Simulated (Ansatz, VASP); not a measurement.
## Two plane-wave programs on InSe

```
CELL_PARAMETERS angstrom
4.01811 0.00000 0.00000
-2.00906 3.47979 0.00000
0.00000 0.00000 16.92561
ATOMIC_POSITIONS crystal
In 0.33333 0.66667 0.16770
In 0.66667 0.33333 0.66770
In 0.33333 0.66667 0.33230
In 0.66667 0.33333 0.83230
Se 0.33333 0.66667 0.59279
Se 0.66667 0.33333 0.09279
Se 0.33333 0.66667 0.90721
Se 0.66667 0.33333 0.40721
```

Alike in both runs: task single point; functional PBE; k mesh 12 × 12 × 2; occupations fermi-dirac, width 0.02 eV; no spin polarisation.

```csv
,VASP,Ansatz
version,VASP 6.6.1,Ansatz 0.2.0
potentials or method,"VASP PAW PBE potentials, release 64 (In_d, Se)","plane waves, PAW"
plane-wave cutoff (eV),520,420
valence electrons in the cell,76,116
```

```csv
,VASP,Ansatz,Ansatz less VASP
pressure (GPa),2.5,2.4,-0.04
"traceless stress, the component that is largest in VASP (GPa)",-0.06,-0.06,+0.005
rms of the force components (eV/Å),0.101,0.093,-0.0086
```

Atom by atom the forces differ by 0.009 eV/Å (rms over components). The functional is the same, so the differences come from potentials, cutoffs and numerics. VASP's potentials hold 76 valence electrons a cell and Ansatz's 116, so a difference there can come from the potentials and not from the codes.
